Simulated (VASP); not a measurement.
Set up this calculation in VASP 6.6.1, as the native input.

* Task: single point
* Functional: PBE
* Potentials or basis: VASP PAW PBE potentials, release 64 (W_sv, F)
* Cutoff: 520 eV
* k mesh: 1 × 1 × 1
* Occupations: methfessel-paxton, width 0.1 eV
* Spin: no spin polarisation
* Dipole correction: no
* Further INCAR settings: LREAL = Auto; ALGO = Normal; EDIFF = 1e-06; NBANDS = 250

The structure of W32F (a cell with a defect) lies in POSCAR:

```
W32F
1.0
    0.0000000000      6.3684112200      6.3684112200
    6.3684112200      0.0000000000      6.3684112200
    6.3684112200      6.3684112200      0.0000000000
W F
32 1
Direct
   -0.0029730335     -0.0017689655      0.0046814659
    0.1188592372      0.1173364084      0.1382444490
    0.2495470919      0.2485068010      0.2457246315
    0.3842280147      0.3680946344      0.3463132206
   -0.0071115854      0.0078637353      0.5045105269
    0.1230140412      0.1263764183      0.6238422524
    0.2418076419      0.2151250057      0.7880978986
    0.3729849436      0.3770324210      0.8772656644
   -0.0017867879      0.4992502667      0.0047057263
    0.1254708549      0.6246496752      0.1235975462
    0.2491744715      0.7514818586      0.2513155079
    0.3717599128      0.8801994416      0.3759642582
   -0.0033111084      0.5038854102      0.4988612372
    0.1006614488      0.6519429033      0.6352778362
    0.2482448048      0.7540904370      0.7518052517
    0.3720687811      0.8651090217      0.8849304489
    0.4979586573     -0.0020043461      0.0049115076
    0.6245513775      0.1259456986      0.1235006618
    0.7510055232      0.2509966685      0.2491533516
    0.8761130221      0.3780555176      0.3743436028
    0.4993940231     -0.0018455938      0.5035236245
    0.6247612415      0.1251663048      0.6264034093
    0.7496262152      0.2550491706      0.7476758073
    0.8708997124      0.3784189520      0.8767807711
    0.5030503511      0.4985793772     -0.0073731891
    0.6243330342      0.6269280299      0.1225441437
    0.7503324353      0.7493054916      0.2533722218
    0.8714786637      0.8784637654      0.3789556636
    0.5152554360      0.5116290999      0.4917005815
    0.6261735246      0.6286950327      0.6242202902
    0.7429378124      0.7556156997      0.7538722507
    0.8713454280      0.8788136957      0.8761533775
    0.3009629771      0.4279547765      0.5701520952
```

These files were run (other wordings do the same):

INCAR

```
PREC     = Accurate       # precision mode
ENCUT    = 520            # plane-wave cutoff, eV
EDIFF    = 1E-6           # SCF threshold, eV
ISMEAR   = 1              # smearing method
SIGMA    = 0.1            # smearing width, eV
LREAL    = Auto         
LASPH    = True           # aspherical terms in the spheres
NELM     = 100            # most SCF steps
ALGO     = Normal         # electronic algorithm
ISIF     = 2              # what is computed and relaxed
LWAVE    = False          # write WAVECAR
LCHARG   = False          # write CHGCAR
GGA      = PE             # functional
NBANDS   = 250            # bands
```

KPOINTS

```
regular mesh
0
Gamma
  1 1 1
```

Potentials or basis: VASP PAW PBE potentials, release 64 (W_sv, F).

The run is started by

```console
$ cat potpaw_PBE.64/W_sv/POTCAR potpaw_PBE.64/F/POTCAR > POTCAR
$ mpirun -np 1 vasp_gam > vasp.out
```

It gave:

```yaml
Pressure: -3.1 GPa
Largest_force: 0.127 eV/Å
```

Caveat: the k points lie up to 0.85 Å⁻¹ apart; an odd number of electrons without spin polarisation forces a metal; a magnetic or distorted state may lie lower.

Wall time 5.1 min on 1 thread of Intel(R) Xeon(R) Platinum 8559C (Emerald Rapids) (shared host), peak memory 0.69 GiB.
